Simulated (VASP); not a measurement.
SnSe2:

```
CELL_PARAMETERS angstrom
4.55833 0.00000 0.00000
0.00000 4.55833 0.00000
0.00000 0.00000 4.63187
ATOMIC_POSITIONS crystal
Sn 0.00000 0.00000 0.70455
Se 0.50000 0.00000 0.71452
Se 0.00000 0.50000 0.71452
```

* Program: VASP 6.6.1
* Task: relaxation of cell and atoms
* Functional: PBE
* Potentials or basis: VASP PAW PBE potentials, release 64 (Sn_d, Se)
* Cutoff: 600 eV
* k mesh: 4 × 4 × 4
* Occupations: gaussian, width 0.1 eV
* Spin: no spin polarisation

At the start: pressure 28.3 GPa; volume 32.08 Å³/atom.

Problem. Where does the relaxation end?

Solution. Over 10 steps the energy falls by 1113.3 meV/atom and the volume is 55.05 Å³/atom (+71.6 %); space group P4/mmm (No. 123, to 0.05 Å).

Step by step:
```csv
step,energy change (eV),largest force (eV/Å),pressure (GPa),volume (Å³)
1,0.0000,0.3854,28.28,96.24
2,-1.2336,0.0319,-4.28,191.43
3,-3.2904,0.0333,-0.63,133.73
4,-3.2982,0.0283,-0.18,132.24
5,-3.2999,0.0243,0.16,131.12
6,-3.3021,0.0251,0.16,131.86
7,-3.3084,0.0249,0.14,134.07
8,-3.3187,0.0232,0.09,138.50
9,-3.3314,0.0157,0.02,147.37
10,-3.3399,0.0072,-0.06,165.16
```

Final structure:
```yaml
crystal:
  lattice:
    - [5.32578, 0.00000, 0.00000]
    - [0.00000, 5.32578, 0.00000]
    - [0.00000, 0.00000, 5.82289]
  atoms:
    - { symbol: Sn, position: [0.00000, 0.00000, 0.71239] }
    - { symbol: Se, position: [0.50000, 0.00000, 0.71059] }
    - { symbol: Se, position: [0.00000, 0.50000, 0.71059] }
```

Caveat: the volume moved by over 15 % at a fixed basis, so the end points are rough.
